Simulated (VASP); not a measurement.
# PbF2 (Fluorocronite) (Fm-3m) in VASP: relaxation of cell and atoms with PBEsol

Aim: the relaxation of cell and atoms of PbF2 (Fluorocronite) with PBEsol.

All numbers are computed with VASP 6.6.1; they aren't measurements. Logs are shortened: lines on timing, memory, paths and dates and some standing lists are left out, and cuts for length are marked.

## Step 1: The cell of the first run

It takes space group Fm-3m (No. 225, cubic). The conventional cell has a = 5.899 Å, b = 5.899 Å, c = 5.899 Å, α = 90.00°, β = 90.00°, γ = 90.00°. Pb (site symmetry m-3m) has 8 F at 2.55 Å within 3.4 Å. F (site symmetry -43m) has 4 Pb at 2.55 Å and 6 F at 2.95 Å within 3.4 Å.

## Step 2: Relaxation of cell and atoms, PBEsol, target pressure 15 GPa, at which the enthalpy is minimised

The input, INCAR:

```
SYSTEM = PbF2
PREC     = Accurate       ! precision mode
ENCUT    = 600            ! plane-wave cutoff, eV
EDIFF    = 1E-6           ! SCF threshold, eV
ISMEAR   = 0              ! smearing method
SIGMA    = 0.01           ! smearing width, eV
LREAL    = .FALSE.        ! projectors in reciprocal space
LASPH    = .TRUE.         ! aspherical terms in the spheres
NELM     = 100            ! most SCF steps
ALGO     = Normal         ! electronic algorithm
ISIF     = 3              ! what is computed and relaxed
LWAVE    = .FALSE.        ! write WAVECAR
LCHARG   = .FALSE.        ! write CHGCAR
GGA      = PS             ! functional
IBRION   = 2              ! ionic algorithm
NSW      = 100            ! ionic steps
EDIFFG   = -0.002         ! ionic threshold
PSTRESS  = 150.0
```

The input, KPOINTS:

```
regular mesh
0
G
  8 8 8
  0 0 0
```

The input, POSCAR:

```
PbF2
1.0
    2.9493365922      2.9493365922      0.0000000000
   -2.9493365922      2.9493365922      0.0000000000
    0.0000000000      2.9493365922      2.9493365922
Pb F
1 2
Direct
    0.0000000000      0.0000000000      0.0000000000
    0.2500000000      0.7500000000      0.5000000000
    0.7500000000      0.2500000000      0.5000000000
```

Potentials or basis: VASP PAW PBE potentials, release 64 (Pb_d, F).

Launch:

```bash
> cat potpaw_PBE.64/Pb_d/POTCAR potpaw_PBE.64/F/POTCAR > POTCAR
> mpirun -np 1 vasp_std > vasp.out
```

OUTCAR:

```text
SYSTEM = PbF2
   PREC = Accurate
   ENCUT = 600
   EDIFF = 1E-6
   ISMEAR = 0
   LREAL = .FALSE.
   LASPH = .TRUE.
   NELM = 100
   ISIF = 3
   GGA = PS
   IBRION = 2
   NSW = 100
   EDIFFG = -0.002
   PSTRESS = 150.0

 ion  position               nearest neighbor table
   1  0.000  0.000  0.000-   3 2.55   2 2.55   2 2.55   3 2.55   2 2.55   3 2.55   3 2.55   2 2.55

   2  0.250  0.750  0.500-   1 2.55   1 2.55   1 2.55   1 2.55
   3  0.750  0.250  0.500-   1 2.55   1 2.55   1 2.55   1 2.55

  LATTYP: Found a face centered cubic cell.
 ALAT       =     5.8986731844

  Lattice vectors:

 A1 = (   0.0000000000,   2.9493365922,   2.9493365922)
 A2 = (   2.9493365922,   0.0000000000,   2.9493365922)
 A3 = (   2.9493365922,   2.9493365922,   0.0000000000)

Analysis of symmetry for initial positions (statically):
=====================================================================
 Subroutine PRICEL returns:
 Original cell was already a primitive cell.

 Routine SETGRP: Setting up the symmetry group for a
 face centered cubic supercell.

 Subroutine GETGRP returns: Found 48 space group operations
 (whereof 48 operations were pure point group operations)
 out of a pool of 48 trial point group operations.

The static configuration has the point symmetry O_h .

Analysis of symmetry for dynamics (positions and initial velocities):
=====================================================================
 Subroutine PRICEL returns:
 Original cell was already a primitive cell.

 Routine SETGRP: Setting up the symmetry group for a
 face centered cubic supercell.

 Subroutine GETGRP returns: Found 48 space group operations
 (whereof 48 operations were pure point group operations)
 out of a pool of 48 trial point group operations.

The dynamic configuration has the point symmetry O_h .

 Subroutine INISYM returns: Found 48 space group operations
 (whereof 48 operations are pure point group operations),
 and found     1 'primitive' translations

----------------------------------------------------------------------------------------

                                     Primitive cell

  volume of cell :      51.3101

  direct lattice vectors                    reciprocal lattice vectors
     2.949336592  2.949336592  0.000000000     0.169529650  0.169529650 -0.169529650
    -2.949336592  2.949336592  0.000000000    -0.169529650  0.169529650 -0.169529650
     0.000000000  2.949336592  2.949336592     0.000000000  0.000000000  0.339059300

  length of vectors
     4.170991809  4.170991809  4.170991809     0.293633967  0.293633967  0.339059300

  position of ions in fractional coordinates (direct lattice)
     0.000000000  0.000000000  0.000000000
     0.250000000  0.750000000  0.500000000
     0.750000000  0.250000000  0.500000000

  ion indices of the primitive-cell ions
   primitive index   ion index
                 1           1
                 2           2
                 3           3

----------------------------------------------------------------------------------------

 KPOINTS: regular mesh

Automatic generation of k-mesh.
 Grid dimensions read from file:
 generate k-points for:    8    8    8

 Generating k-lattice:

  Cartesian coordinates                     Fractional coordinates (reciprocal lattice)
     0.021191206  0.021191206 -0.021191206     0.125000000  0.000000000  0.000000000
    -0.021191206  0.021191206 -0.021191206     0.000000000  0.125000000  0.000000000
     0.000000000  0.000000000  0.042382412     0.000000000  0.000000000  0.125000000

  Length of vectors
     0.036704246  0.036704246  0.042382412

  Shift w.r.t. Gamma in fractional coordinates (k-lattice)
     0.000000000  0.000000000  0.000000000

 Subroutine IBZKPT returns following result:
 ===========================================

 Found     29 irreducible k-points:

 Following reciprocal coordinates:
            Coordinates               Weight
  0.000000  0.000000  0.000000      1.000000
  0.125000  0.000000  0.000000      8.000000
  0.250000  0.000000  0.000000      8.000000
  0.375000  0.000000  0.000000      8.000000
  0.500000  0.000000  0.000000      4.000000
  0.125000  0.125000  0.000000     12.000000
[... 16 lines left out ...]
  0.375000  0.250000  0.125000     48.000000
  0.500000  0.250000  0.125000     24.000000
 [... further k-points ...]
   k-points           NKPTS =     29   k-points in BZ     NKDIM =     29   number of bands    NBANDS=     18
   number of dos      NEDOS =    301   number of ions     NIONS =      3
   total plane-waves  NPLWV =  46656
   dimension x,y,z NGX =    36 NGY =   36 NGZ =   36
   dimension x,y,z NGXF=    72 NGYF=   72 NGZF=   72
   ions per type =               1   2
   NGX,Y,Z   is equivalent  to a cutoff of  14.35, 14.35, 14.35 a.u.
   NGXF,Y,Z  is equivalent  to a cutoff of  28.70, 28.70, 28.70 a.u.
 SYSTEM =  PbF2
   PREC   = accura    normal or accurate (medium, high low for compatibility)
   ISTART =      0    job   : 0-new  1-cont  2-samecut
   ICHARG =      2    charge: 1-file 2-atom 10-const
   ISPIN  =      1    spin polarized calculation?
   LNONCOLLINEAR =      F non collinear calculations
   LSORBIT =      F    spin-orbit coupling
   LASPH  =      T    aspherical Exc in radial PAW
   ENCUT  =  600.0 eV  44.10 Ry    6.64 a.u.   8.33  8.33  8.33*2*pi/ulx,y,z
   NELM   =    100;   NELMIN=  2; NELMDL= -5     # of ELM steps
   EDIFF  = 0.1E-05   stopping-criterion for ELM
   LREAL  =      F    real-space projection
   EDIFFG = -.2E-02   stopping-criterion for IOM
   NSW    =    100    number of steps for IOM
   IBRION =      2    ionic relax: 0-MD 1-quasi-New 2-CG
   NFREE  =      1    steps in history (QN), initial steepest desc. (CG)
   ISIF   =      3    stress and relaxation
   ISYM   =      2    0-nonsym 1-usesym 2-fastsym
   POTIM  = 0.5000    time-step for ionic-motion
   TEBEG  =    0.0;   TEEND  =   0.0 temperature during run
   PSTRESS=  150.0 pullay stress
   NELECT =      28.0000    total number of electrons
   NUPDOWN=      -1.0000    fix difference up-down
   EMIN   =  10.00;   EMAX   =-10.00  energy-range for DOS
   EFERMI =   0.00;   METHOD = LEGACY
   ISMEAR =     0;   SIGMA  =   0.01  broadening in eV -4-tet -1-fermi 0-gaus
   EFERMI_NEDOS =   21; number of points for ismear=-14 and -15
   IALGO  =     38    algorithm
   IMIX   =      4    mixing-type and parameters
     AMIX     =   0.40;   BMIX     =  1.00
     AMIX_MAG =   1.60;   BMIX_MAG =  1.00
  volume/ion in A,a.u.               =      17.10       115.42
  Fermi-wavevector in a.u.,A,eV,Ry     =   1.337806  2.528087 24.350689  1.789725
  Thomas-Fermi vector in A             =   2.466326
   LORBIT       =      0    0 simple, 1 ext, 2 COOP (PROOUT), +10 PAW based schemes
   GGA     = PS    functional components
   LHFCALC =     F    Hartree Fock is set to
   AEXX    =    0.0000 exact exchange contribution
   IVDW    =     0    specifies the selected vdW correction
   LEPSILON=     F    determine dielectric tensor
   LRPA    =     F    only Hartree local field effects (RPA)
 conjugate gradient relaxation of ions
 non-spin polarized calculation
 Gauss-broadening in eV      SIGMA  =   0.01
  energy-cutoff  :      600.00
  volume of cell :       51.31
 maximum number of plane-waves:      1727
 NGX is ok and might be reduce to    36
   NGX = 17   NGY = 17   NGZ = 17

--------------------------------------- Ionic step        1  -------------------------------------------

 number of electron      28.0000010 magnetization

 Free energy of the ion-electron system (eV)
  ---------------------------------------------------
  ext. energy  EPLUGINS =         0.00000000
  ---------------------------------------------------
  free energy    TOTEN  =       -14.94001660 eV

  energy without entropy =      -14.94001660  energy(sigma->0) =      -14.94001660

 E-fermi :   1.9883     XC(G=0):  -9.7343

 val. band max:        1.9156104965   @ k =   0.5000   0.5000   0.2500
 cond. band min:       6.2168731982   @ k =   0.5000   0.5000   0.0000
 fundamental gap:      4.3012627017
 Fermi energy:         1.9883292527

 k-point     1 :       0.0000    0.0000    0.0000
  band No.  band energies     occupation
      1     -19.1819      2.00000
      2     -18.5154      2.00000
      3     -12.4668      2.00000
      4     -12.4668      2.00000
      5     -12.4668      2.00000
      6     -12.3962      2.00000
[... 10 lines left out ...]
     17       8.6027      0.00000
     18      12.4616      0.00000
[... 466 lines left out ...]
      2     -18.8092      2.00000
      3     -12.4211      2.00000
      4     -12.4162      2.00000
      5     -12.3739      2.00000
      6     -12.3434      2.00000
[... 10 lines left out ...]
     17       9.6141      0.00000
     18      12.7197      0.00000

 [... further k-points ...]
[... 5 lines left out ...]
  --------------------------------------------------------------------------------------
  -------------------------------------------------------------------------------------
  Total       -0.0722160     -0.0722160     -0.0722160      0.0000000      0.0000000     -0.0000000
  in kB       -2.2549725     -2.2549725     -2.2549725      0.0000000      0.0000000     -0.0000000
  external PRESSURE =    -152.2549725 kB  Pullay stress =     150.0000000 kB
[... 180 lines left out ...]
  enthalpy is  TOTEN    =       -10.5018086066 eV   P V=        4.1700352785

--------------------------------------- Ionic step        6  -------------------------------------------

 number of electron      27.9999996 magnetization

 Free energy of the ion-electron system (eV)
  ---------------------------------------------------
  ext. energy  EPLUGINS =         0.00000000
  ---------------------------------------------------
  free energy    TOTEN  =       -14.66831297 eV

  energy without entropy =      -14.66831297  energy(sigma->0) =      -14.66831297

 E-fermi :   4.0188     XC(G=0): -10.4944

 val. band max:        3.9027931177   @ k =   0.5000   0.5000   0.2500
 cond. band min:       8.1105806219   @ k =   0.5000   0.5000   0.0000
 fundamental gap:      4.2077875041
 Fermi energy:         4.0187639932

 k-point     1 :       0.0000    0.0000    0.0000
  band No.  band energies     occupation
      1     -18.5707      2.00000
      2     -17.5837      2.00000
      3     -10.8373      2.00000
      4     -10.8373      2.00000
      5     -10.8373      2.00000
      6     -10.6686      2.00000
[... 10 lines left out ...]
     17      10.5931      0.00000
     18      14.6723      0.00000
[... 466 lines left out ...]
      2     -18.0166      2.00000
      3     -10.7306      2.00000
      4     -10.7284      2.00000
      5     -10.6415      2.00000
      6     -10.6032      2.00000
[... 10 lines left out ...]
     17      11.9817      0.00000
     18      14.5889      0.00000

 [... further k-points ...]
[... 5 lines left out ...]
  --------------------------------------------------------------------------------------
  -------------------------------------------------------------------------------------
  Total        4.1653387      4.1653387      4.1653387      0.0000000     -0.0000000      0.0000000
  in kB      149.9585797    149.9585797    149.9585797      0.0000000     -0.0000000      0.0000000
  external PRESSURE =      -0.0414203 kB  Pullay stress =     150.0000000 kB
[... 18 lines left out ...]
  FREE ENERGIE OF THE ION-ELECTRON SYSTEM (eV)
  ---------------------------------------------------
  free  energy   TOTEN  =       -14.6683129688 eV

  energy  without entropy=      -14.6683129688  energy(sigma->0) =      -14.66831297

  enthalpy is  TOTEN    =       -10.5018237199 eV   P V=        4.1664892489

 reached required accuracy - stopping structural energy minimisation
```

Wall time 59 s (1 thread of Intel Xeon 6975P-C (Granite Rapids), shared host); peak memory 0.22 GiB.

What came out:

```yaml
Free_energy: -14.6683 eV
Relaxed_volume: 14.83 Å³/atom
Relaxed_cell: a = 3.978 Å, b = 3.978 Å, c = 3.978 Å, α = 60.00°, β = 60.00°, γ = 90.00°
Space_group_after_relaxing_to_0.05_Å: Fm-3m (No. 225)
Energy_change_on_relaxing_the_enthalpy_is_what_falls: +90.6 meV/atom
Ionic_steps: 6
Pressure_after_relaxing: 15.0 GPa
Band_gap_on_the_k_mesh: 4.21 eV, indirect (least direct gap 4.39 eV)
```

Step by step:
```tsv
step	energy change (eV)	largest force (eV/Å)	pressure (GPa)	volume (Å³)
1	0.0000	0.0000	-0.23	51.31
2	0.9060	0.0000	33.43	40.16
3	0.2643	0.0000	14.76	44.58
4	0.2763	0.0000	15.16	44.45
5	0.2682	0.0000	14.86	44.54
6	0.2717	0.0000	15.00	44.50
```

Final structure:
```
Pb F
1.0
     2.81268    2.81268    0.00000
    -2.81268    2.81268    0.00000
     0.00000    2.81268    2.81268
Pb F
1 2
Direct
  0.00000 0.00000 0.00000
  0.25000 0.75000 0.50000
  0.75000 0.25000 0.50000
```

Levels at points of the mesh, in eV from the valence-band top:
```tsv
k point	band 10	band 11	band 12	band 13	band 14	band 15	band 16	band 17	band 18
(0.00, 0.00, 0.00)	-3.61	-3.61	-3.11	-3.11	-3.11	6.69	6.69	6.69	10.77
(0.50, 0.00, 0.00)	-4.00	-4.00	-3.24	-3.24	-0.13	4.78	8.01	8.01	13.22
(0.50, 0.50, 0.00)	-5.10	-2.59	-2.53	-2.53	-0.18	4.21	8.30	8.34	8.34
```

Caveat: the cell is relaxed towards a set pressure, so the enthalpy falls and the energy may rise; the PAW data sets were made with another functional, which shifts forces and pressure a little; spin-orbit coupling is left out, which moves the levels of the heavy elements. PBEsol gaps usually lie below the measured ones, often by a third to a half.
